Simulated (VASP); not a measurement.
A run of VASP 6.6.1 is set up as follows.

File INCAR:

```
SYSTEM = Zn3SeS2
  ALGO = Normal
  EDIFF = 1E-7
  ENCUT = 520
  GGA = PE
  ISIF = 2
  ISMEAR = 0
  LASPH = .True.
  LCHARG = .False.
  LREAL = .False.
  LWAVE = .False.
  NBANDS = 36
  NELM = 60
  PREC = Accurate
  SIGMA = 0.1
```

KPOINTS

```
k-points
0
Gamma
  6 6 2
  0 0 0
```

File POSCAR:

```
Zn3SeS2
1.0
    3.9172798391     -0.0000000030      0.0000000000
   -1.9586399170      3.3924638558      0.0000000000
    0.0000000000      0.0000000000      9.5996215781
Zn Se S
3 1 2
Direct
    0.0000000000      0.0000000000      0.0101605911
    0.3333333333      0.6666666667      0.6570752103
    0.6666666667      0.3333333333      0.3331798704
    0.3333333333      0.6666666667      0.9152266056
    0.6666666667      0.3333333333      0.5792483037
    0.0000000000      0.0000000000      0.2551094190
```

Potentials or basis: VASP PAW PBE potentials, release 64 (Zn, Se, S).

Command:

```sh
$ cat potpaw_PBE.64/Zn/POTCAR potpaw_PBE.64/Se/POTCAR potpaw_PBE.64/S/POTCAR > POTCAR
$ mpirun -np 1 vasp_std > vasp.out
```

Task: Predict the band gap on the k mesh.

Result: 1.43 eV.

Task: Estimate the largest force.

Result: 0.009 eV/Å.

Task: Predict the pressure.

Result: 0.2 GPa.

Forces in eV/Å, atoms in the order of the input:
```
Zn   0.000  0.000  0.009
Zn   0.000  0.000 -0.007
Zn   0.000  0.000  0.006
Se   0.000  0.000 -0.006
S    0.000  0.000 -0.002
S    0.000  0.000 -0.002
```
